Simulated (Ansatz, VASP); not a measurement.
**TaN: VASP beside Ansatz**

Contents of INCAR:

```
PREC = Accurate ; ENCUT = 700
EDIFF = 1E-6 ; ISMEAR = 0
SIGMA = 0.15 ; LREAL = F
LASPH = T ; NELM = 120
ALGO = Normal ; ISIF = 2
LWAVE = F ; LCHARG = F
GGA = PS ; NBANDS = 16
GGA_COMPAT = F
```

The input KPOINTS:

```
regular mesh
0
Gamma
  18 18 18
```

The input POSCAR:

```
TaN
1.0
    0.0000000000      2.1790000000      2.1790000000
    2.2007900000      0.0000000000      2.1790000000
    2.2007900000      2.1790000000      0.0000000000
Ta N
1 1
Direct
    0.5000000000      0.5000000000      0.5000000000
    0.0000000000      0.0000000000      0.0000000000
```

Input for Ansatz:

```yaml
crystal:
  lattice:
    - [0.0, 2.179, 2.179]
    - [2.20079, 0.0, 2.179]
    - [2.20079, 2.179, 0.0]
  atoms:
    - { symbol: Ta, position: [0.5, 0.5, 0.5] }
    - { symbol: "N", position: [0.0, 0.0, 0.0] }
basis:
  ecutwfc: 420
kpoints:
  mp_grid: { grid: [18, 18, 18] }
hamiltonian:
  xc: pbesol
scf:
  occupations: { method: gaussian, width: 0.15 }
output:
  forces: true
  stress: true
  eigenvalues: true
```

Change from the starting cell: strain +0.0100 x Voigt [1, 0, 0, 0, 0, 0], atoms carried along.

Alike in both runs: task single point; functional PBEsol; k mesh 18 × 18 × 18; occupations gaussian, width 0.15 eV; no spin polarisation.

```csv
,VASP,Ansatz
version,VASP 6.6.1,Ansatz 0.2.0
potentials or method,"VASP PAW PBE potentials, release 64 (Ta_sv_GW, N), cutoff 700 eV","scalar-relativistic, plane waves, PAW"
valence electrons in the cell,18,18
```

```csv
,VASP,Ansatz,Ansatz less VASP
gap on the k mesh at the Fermi level (eV),none,none,-
pressure (GPa),0.9,0.9,-0.01
"traceless stress, the component that is largest in VASP (GPa)",-4.22,-4.21,+0.011
```

VASP's potentials were made for PBE, not for PBEsol. A gap of «none» marks a metal or a gap that the smearing closes.

Spin-orbit coupling is off throughout.
